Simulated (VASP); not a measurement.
# ZrB2 (P6/mmm) in VASP: a series of runs, part 2 of 2

VASP 6.6.1. The steps go on from the part before.

## (3) Single point, PBEsol

Contents of INCAR:

```
PREC = Accurate
ENCUT = 520
EDIFF = 1E-6
ISMEAR = 0
SIGMA = 0.1
LREAL = F
LASPH = T
NELM = 100
ALGO = Normal
ISIF = 2
LWAVE = F
LCHARG = T
GGA = PS
LELF = T
LVHAR = T
NBANDS = 16
```

Contents of KPOINTS:

```
regular mesh
0
Gamma
  15 15 12
```

Contents of POSCAR:

```
ZrB2
1.0
    3.1548382285      0.0000000000      0.0000000000
   -1.5774191143      2.7321700507      0.0000000000
    0.0000000000      0.0000000000      3.5067416443
Zr B
1 2
Direct
    0.0000000000      0.0000000000      0.0000000000
    0.3333333333      0.6666666667      0.5000000000
    0.6666666667      0.3333333333      0.5000000000
```

Potentials or basis: VASP PAW PBE potentials, release 64 (Zr_sv, B).

Started as:

```console
cat potpaw_PBE.64/Zr_sv/POTCAR potpaw_PBE.64/B/POTCAR > POTCAR
mpirun -np 1 vasp_std > vasp.out
```

Wall time 43 s (1 thread of AMD EPYC 9R45 (Zen 5), shared host); peak memory 0.18 GiB.

Results (log left out):

| Quantity | Value |
| --- | --- |
| Free energy | -26.4030 eV |
| Pressure | 0.3 GPa |
| Band gap on the k mesh | zero (band 9 reaches 11.36 eV, above the bottom of band 10 at 10.37 eV) |

Levels at points of the mesh, in eV from the Fermi level:
| k point | band 6 | band 7 | band 8 | band 9 | band 10 | band 11 | band 12 | band 13 |
| --- | --- | --- | --- | --- | --- | --- | --- | --- |
| (0.00, 0.00, 0.00) | -2.66 | -2.66 | -2.64 | -2.28 | 3.48 | 3.48 | 4.32 | 4.32 |
| (0.00, 0.00, 0.50) | -7.00 | -0.95 | -0.95 | 0.30 | 0.30 | 0.79 | 0.79 | 1.92 |

Caveat: the PAW data sets were made with another functional, which shifts forces and pressure a little.

## (4) Relaxation of cell and atoms, PBEsol

This run uses another cell than the first one, of 10.18 Å³/atom, 1.010 times its volume.

Contents of INCAR:

```
SYSTEM = ZrB2
  PREC = Accurate
  ENCUT = 600
  EDIFF = 1E-7
  ISMEAR = 0
  SIGMA = 0.1
  LREAL = .FALSE.
  LASPH = .TRUE.
  NELM = 100
  ALGO = Normal
  ISIF = 3
  LWAVE = .FALSE.
  LCHARG = .FALSE.
  GGA = PS
  IBRION = 2
  NSW = 100
  EDIFFG = -0.005
```

Contents of KPOINTS:

```
regular mesh
0
G
  15 15 12
  0 0 0
```

Contents of POSCAR:

```
ZrB2
1.0
    3.1649998255      0.0000000000      0.0000000000
   -1.5824999128      2.7409702519      0.0000000000
    0.0000000000      0.0000000000      3.5200000000
Zr B
1 2
Direct
    0.0000000000      0.0000000000      0.0000000000
    0.3333333333      0.6666666667      0.5000000000
    0.6666666667      0.3333333333      0.5000000000
```

Potentials or basis: VASP PAW PBE potentials, release 64 (Zr_sv, B).

Started as:

```console
cat potpaw_PBE.64/Zr_sv/POTCAR potpaw_PBE.64/B/POTCAR > POTCAR
mpirun -np 1 vasp_std > vasp.out
```

OUTCAR:

```text
SYSTEM = ZrB2
   PREC = Accurate
   ENCUT = 600
   EDIFF = 1E-7
   ISMEAR = 0
   LREAL = .FALSE.
   LASPH = .TRUE.
   NELM = 100
   ISIF = 3
   GGA = PS
   IBRION = 2
   NSW = 100
   EDIFFG = -0.005

 ion  position               nearest neighbor table
   1  0.000  0.000  0.000-   2 2.54   3 2.54   2 2.54   3 2.54   3 2.54   3 2.54   2 2.54   2 2.54
                             3 2.54   3 2.54   2 2.54   2 2.54
   2  0.333  0.667  0.500-   3 1.83   3 1.83   3 1.83   1 2.54   1 2.54   1 2.54   1 2.54   1 2.54
                             1 2.54
   3  0.667  0.333  0.500-   2 1.83   2 1.83   2 1.83   1 2.54   1 2.54   1 2.54   1 2.54   1 2.54
                             1 2.54

  LATTYP: Found a hexagonal cell.
 ALAT       =     3.1649998255
 C/A-ratio  =     1.1121643583

  Lattice vectors:

 A1 = (   3.1649998255,   0.0000000000,   0.0000000000)
[... 307 lines left out ...]
 Fermi energy:        10.5903280797

 k-point     1 :       0.0000    0.0000    0.0000
  band No.  band energies     occupation
      1     -37.8472      2.00000
      2     -16.0834      2.00000
      3     -15.4980      2.00000
      4     -15.4980      2.00000
      5      -2.1657      2.00000
      6       7.9310      2.00000
      7       7.9310      2.00000
      8       7.9527      2.00000
      9       8.3084      2.00000
     10      14.0663      0.00000
     11      14.0663      0.00000
     12      14.8999      0.00000
     13      14.8999      0.00000
[... 354 lines left out ...]
  band No.  band energies     occupation
      1     -37.7123      2.00000
      2     -16.3773      2.00000
      3     -15.9517      2.00000
      4     -15.8823      2.00000
      5       2.2184      2.00000
      6       2.3950      2.00000
      7       5.0392      2.00000
      8       7.1927      2.00000
      9       9.5958      2.00000
     10      10.3559      1.99909
     11      13.3877      0.00000
     12      14.8209      0.00000
     13      17.1014      0.00000

 [... further k-points ...]
[... 5 lines left out ...]
  --------------------------------------------------------------------------------------
  -------------------------------------------------------------------------------------
  Total        0.0006322      0.0006322     -0.0020054     -0.0000000     -0.0000000      0.0000000
  in kB        0.0334681      0.0334681     -0.1061562     -0.0000000     -0.0000000      0.0000000
  external PRESSURE =      -0.0130733 kB  Pullay stress =       0.0000000 kB
[... 18 lines left out ...]
  FREE ENERGIE OF THE ION-ELECTRON SYSTEM (eV)
  ---------------------------------------------------
  free  energy   TOTEN  =       -26.4051857764 eV

  energy  without entropy=      -26.4041136684  energy(sigma->0) =      -26.40464972

 reached required accuracy - stopping structural energy minimisation
```

OSZICAR:

```text
N       E                     dE             d eps       ncg     rms          rms(c)
DAV:   1     0.121990569326E+03    0.12199E+03   -0.10719E+04  4914   0.154E+03
DAV:   2    -0.223847065223E+02   -0.14438E+03   -0.13924E+03  5731   0.355E+02
[... 35 lines left out ...]
   3 F= -.26405181E+02 E0= -.26404644E+02  d E =-.185994E-02
       N       E                     dE             d eps       ncg     rms          rms(c)
DAV:   1    -0.264051949859E+02   -0.14156E-04   -0.67879E-04  5229   0.262E-01    0.196E-02
DAV:   2    -0.264051883665E+02    0.66194E-05   -0.15041E-05  5694   0.340E-02    0.104E-02
DAV:   3    -0.264051857683E+02    0.25982E-05   -0.69284E-06  5719   0.237E-02    0.164E-03
DAV:   4    -0.264051857764E+02   -0.81911E-08   -0.15651E-07  4051   0.364E-03
   4 F= -.26405186E+02 E0= -.26404650E+02  d E =-.499345E-05
```

Run time: 2.3 min. Hardware: 1 thread of AMD EPYC 9R45 (Zen 5), shared host; peak memory 0.21 GiB.

What came out:

* Free energy: -26.4052 eV
* Relaxed volume: 10.09 Å³/atom
* Relaxed cell: a = 3.156 Å, b = 3.156 Å, c = 3.509 Å, α = 90.00°, β = 90.00°, γ = 120.00°
* Space group after relaxing (to 0.05 Å): P6/mmm (No. 191)
* Energy gained by relaxing: 0.6 meV/atom
* Ionic steps: 4
* Pressure after relaxing: 0.0 GPa
* Band gap on the k mesh: zero (band 9 reaches 11.34 eV, above the bottom of band 10 at 10.36 eV)

Step by step:
| step | energy change (eV) | largest force (eV/Å) | pressure (GPa) | volume (Å³) |
| --- | --- | --- | --- | --- |
| 1 | 0.0000 | 0.0000 | -2.19 | 30.54 |
| 2 | 0.0012 | 0.0000 | 2.90 | 29.93 |
| 3 | -0.0019 | 0.0000 | 0.00 | 30.27 |
| 4 | -0.0019 | 0.0000 | 0.00 | 30.27 |

Final structure:
```cif
data_structure
_symmetry_space_group_name_H-M 'P 1'
_symmetry_Int_Tables_number 1
_cell_length_a 3.1561
_cell_length_b 3.1561
_cell_length_c 3.5086
_cell_angle_alpha 90.000
_cell_angle_beta 90.000
_cell_angle_gamma 120.000
_cell_volume 30.27
loop_
_atom_site_label
_atom_site_type_symbol
_atom_site_fract_x
_atom_site_fract_y
_atom_site_fract_z
_atom_site_occupancy
Zr1 Zr 0.00000 0.00000 0.00000 1
B1 B 0.33333 0.66667 0.50000 1
B2 B 0.66667 0.33333 0.50000 1
```

Caveat: the PAW data sets were made with another functional, which shifts forces and pressure a little.

## (5) The runs side by side

```csv
task,cell,k mesh,cutoff (eV),smearing,gap on the mesh (eV),pressure (GPa)
single point,"a = 3.155, b = 3.155, c = 3.507 Å, angles 90.0, 90.0, 120.0°, 3 atoms",18 × 18 × 12,520,gaussian 0.15 eV,none,0.3
single point,"a = 3.155, b = 3.155, c = 3.507 Å, angles 90.0, 90.0, 120.0°, 3 atoms",15 × 15 × 12,520,gaussian 0.1 eV,none,0.3
relaxation of cell and atoms,"relaxed from a = 3.165, b = 3.165, c = 3.520 Å, angles 90.0, 90.0, 120.0°, 3 atoms",15 × 15 × 12,600,gaussian 0.1 eV,none,0.0
```

Alike in all rows: level PBEsol; potentials or basis VASP PAW PBE potentials, release 64 (Zr_sv, B); no spin polarisation.

Caveats: the PAW data sets were made with another functional, which shifts forces and pressure a little.

Total energies depend on the potentials used, so only differences within one code and one set of settings carry meaning.
